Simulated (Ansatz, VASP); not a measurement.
## One calculation of MnS, two programs

```
Mn S
1.0
     0.00000    2.80000    2.80000
     2.80000    0.00000    2.80000
     2.80000    2.80000    0.00000
Mn S
1 1
Direct
  0.00000 0.00000 0.00000
  0.75000 0.75000 0.75000
```

Alike in both runs: task electric field gradients; functional PBE; k mesh 10 × 10 × 10; occupations fermi-dirac, width 0.05 eV; collinear spin.

|  | VASP | Ansatz |
| --- | --- | --- |
| version | VASP 6.6.1 | Ansatz 0.2.0 |
| potentials or method | VASP PAW PBE potentials, release 64 (Mn_pv, S) | PAW with Ansatz's default frozen-core files, scalar-relativistic |
| plane-wave cutoff (eV) | 520 | 420 |
| valence electrons in the cell | 19 | 21 |

VASP gave:

```
pressure (GPa)                                                : 1.1
net moment per atom (μB)                                      : 2.46
size of the moment on the site where the two differ most (μB) : 4.33
```

Problem. What did Ansatz give for the same quantities?

Solution. Pressure (GPa): 1.0; net moment per atom (μB): 2.46; size of the moment on the site where the two differ most (μB): 4.16.

Site moments also hang on the region over which each program counts them. VASP's potentials hold 19 valence electrons a cell and Ansatz's 21, so a difference there can come from the potentials and not from the codes.
